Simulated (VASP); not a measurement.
Write the native input for VASP 6.6.1 that does the following.

- Task: single point
- Functional: PBE
- Potentials or basis: VASP PAW PBE potentials, release 64 (Co, O)
- Cutoff: 600 eV
- k mesh: 8 × 8 × 8
- Occupations: gaussian, width 0.1 eV
- Spin: collinear spin, ferromagnetic start
- Starting moments: [3.0, 0.0] μB
- Dipole correction: no
- Further INCAR settings: ALGO = Normal; EDIFF = 1e-06; NBANDS = 18

The structure of CoO lies in POSCAR:

```
CoO
1.0
    0.0000000000      2.1315000000      2.1315000000
    2.1315000000      0.0000000000      2.1315000000
    2.1315000000      2.1315000000      0.0000000000
Co O
1 1
Direct
    0.0000000000      0.0000000000      0.0000000000
    0.5000000000      0.5000000000      0.5000000000
```

These files were run (other wordings do the same):

INCAR

```
PREC = Accurate
ENCUT = 600
EDIFF = 1E-6
ISMEAR = 0
SIGMA = 0.1
LREAL = F
LASPH = T
NELM = 200
ALGO = Normal
ISIF = 2
LWAVE = F
LCHARG = F
ISPIN = 2
MAGMOM = 3 0
LORBIT = 11
LMAXMIX = 4
GGA = PE
NBANDS = 18
GGA_COMPAT = F
```

KPOINTS

```
Automatic mesh
0
Gamma
  8 8 8
```

Potentials or basis: VASP PAW PBE potentials, release 64 (Co, O).

The run is started by

```console
$ cat potpaw_PBE.64/Co/POTCAR potpaw_PBE.64/O/POTCAR > POTCAR
$ mpirun -np 1 vasp_std > vasp.out
```

It gave:

```
Pressure                                              : -2.8 GPa
Net moment                                            : 2.88 μB per cell
Site moments                                          : Co +2.54; O +0.29 μB
Valence electrons inside the program's atomic spheres : Co 7.79; O 4.97
```

Caveat: a cell with one magnetic atom can't hold antiferromagnetic order, which such compounds often take.

It took 48 s on 1 thread of AMD EPYC 7R43 64-Core Processor (Zen 3), with other jobs on the host, peak memory 0.12 GiB.
